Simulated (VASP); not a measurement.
The system is PbS.

```
Pb S
1.0
     4.03442    0.00000    0.00000
    -2.01721    3.49391    0.00000
     0.00000    0.00000    3.73697
Pb S
1 1
Direct
  0.00000 0.00000 0.00000
  0.66667 0.33333 0.50000
```

Base run:

- Program: VASP 6.6.1
- Functional: r2SCAN
- Potentials or basis: VASP PAW PBE potentials, release 64 (Pb_d, S)
- Cutoff: 520 eV
- k mesh: 8 × 8 × 7
- Occupations: fermi-dirac, width 0.05 eV
- Spin: no spin polarisation

Its results: band gap on the k mesh 0.16 eV (least direct gap 1.92 eV); pressure 1.3 GPa.

The run is repeated on the same cell with these changes: functional from r2SCAN to PBE0; k mesh from 8 × 8 × 7 to 4 × 4 × 4. What comes out?

Band gap on the k mesh 1.09 eV (least direct gap 1.94 eV); pressure 1.0 GPa.

Several settings changed at once.

Caveats: some runs use coarse meshes; the PAW data sets were made with another functional, which shifts forces and pressure a little; spin-orbit coupling is left out, which moves the levels of the heavy elements; an odd mesh through Γ misses points on the zone boundary, where band edges can lie (at least some runs).
